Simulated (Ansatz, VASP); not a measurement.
Ta: VASP beside Ansatz

```
Ta
1.0
    -1.65936    1.65936    1.65960
     1.65936   -1.65936    1.65960
     1.65936    1.65936   -1.65960
Ta
1
Direct
  0.00000 0.00000 0.00000
```

Alike in both runs: functional PBE; k mesh 24 × 24 × 24; occupations gaussian, width 0.1 eV; no spin polarisation.

Ansatz relaxed the structure, and its values are those at the end. VASP's run is a single point on that final structure, the one shown.

|  | VASP | Ansatz |
| --- | --- | --- |
| version | VASP 6.6.1 | Ansatz 0.2.0 |
| potentials or method | VASP PAW PBE potentials, release 64 (Ta_pv), cutoff 520 eV | scalar-relativistic, plane waves, PAW |
| valence electrons in the cell | 11 | 13 |

|  | VASP | Ansatz | Ansatz less VASP |
| --- | --- | --- | --- |
| gap on the k mesh at the Fermi level (eV) | none | none | - |
| pressure (GPa) | 0.1 | 0.0 | -0.11 |

A gap of «none» marks a metal or a gap that the smearing closes. VASP's potentials hold 11 valence electrons a cell and Ansatz's 13, so a difference there can come from the potentials and not from the codes.

Spin-orbit coupling is off throughout.
